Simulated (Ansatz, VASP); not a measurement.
# Br in VASP and in Ansatz

```
Br
1.0
     1.92673    3.33719    0.00000
    -1.92673    3.33719    0.00000
     0.00000    0.00000    4.28244
Br
2
Direct
  0.33333 0.33333 0.25000
  0.66667 0.66667 0.75000
```

Alike in both runs: functional r2SCAN; k mesh 6 × 6 × 3; no spin polarisation.

Ansatz relaxed the structure, and its values are those at the end. VASP's run is a single point on that final structure, the one shown.

|  | VASP | Ansatz |
| --- | --- | --- |
| version | VASP 6.6.1 | Ansatz 0.2.0 |
| potentials or method | VASP PAW PBE potentials, release 64 (Br), cutoff 520 eV | PAW plane waves |
| occupations | fermi-dirac, width 0.1 eV | fermi-dirac |
| valence electrons in the cell | 14 | 14 |

|  | VASP | Ansatz | Ansatz less VASP |
| --- | --- | --- | --- |
| gap on the k mesh at the Fermi level (eV) | none | none | - |
| pressure (GPa) | 0.0 | 0.0 | +0.04 |

VASP's potentials were made for PBE, not for r2SCAN. A gap of «none» marks a metal or a gap that the smearing closes. Ansatz's warnings: structure snapped to symmetry.

The k mesh is coarse, so the values compare programs but aren't converged.
